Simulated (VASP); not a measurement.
Wanted: the native input for a VASP 6.6.1 run.

| Item | Value |
| --- | --- |
| Task | electric field gradients |
| Functional | PBE |
| Potentials or basis | VASP PAW PBE potentials, release 64 (Cu, Au) |
| Cutoff | 520 eV |
| k mesh | 4 × 4 × 3 |
| Occupations | fermi-dirac, width 0.05 eV |
| Spin | no spin polarisation |
| Dipole correction | no |
| Further INCAR settings | ALGO = Normal; EDIFF = 1e-08; NBANDS = 18 |

The structure of CuAu lies in POSCAR:

```
CuAu
1.0
    2.8000000000      0.0000000000      0.0000000000
    0.0000000000      2.8000000000      0.0000000000
    0.0000000000      0.0000000000      3.6700000000
Cu Au
1 1
Direct
    0.5000000000      0.5000000000      0.5000000000
    0.0000000000      0.0000000000      0.0000000000
```

One way to write it, as run:

INCAR

```
PREC = Accurate
ENCUT = 520
EDIFF = 1E-8
ISMEAR = -1
SIGMA = 0.05
LREAL = F
LASPH = T
NELM = 80
ALGO = Normal
ISIF = 2
LWAVE = F
LCHARG = F
GGA = PE
LEFG = T
NBANDS = 18
```

KPOINTS

```
regular mesh
0
Gamma
  4 4 3
```

Potentials or basis: VASP PAW PBE potentials, release 64 (Cu, Au).

Run with:

```bash
$ cat potpaw_PBE.64/Cu/POTCAR potpaw_PBE.64/Au/POTCAR > POTCAR
$ mpirun -np 1 vasp_std > vasp.out
```

Results of the run:

* Pressure: 7.6 GPa
* Band gap on the k mesh: zero (band 11 reaches 12.71 eV, above the bottom of band 12 at 7.00 eV)

Caveat: the k points lie up to 0.57 Å⁻¹ apart; without QUAD_EFG the Cq values of the log hold for a quadrupole moment of 1 mb, not for the nuclei; spin-orbit coupling is left out, which moves the levels of the heavy elements.

Wall time 11 s on 1 thread of Intel(R) Xeon(R) Platinum 8259CL CPU @ 2.50GHz (Skylake/Cascade Lake), with other jobs on the host, peak memory 0.14 GiB.
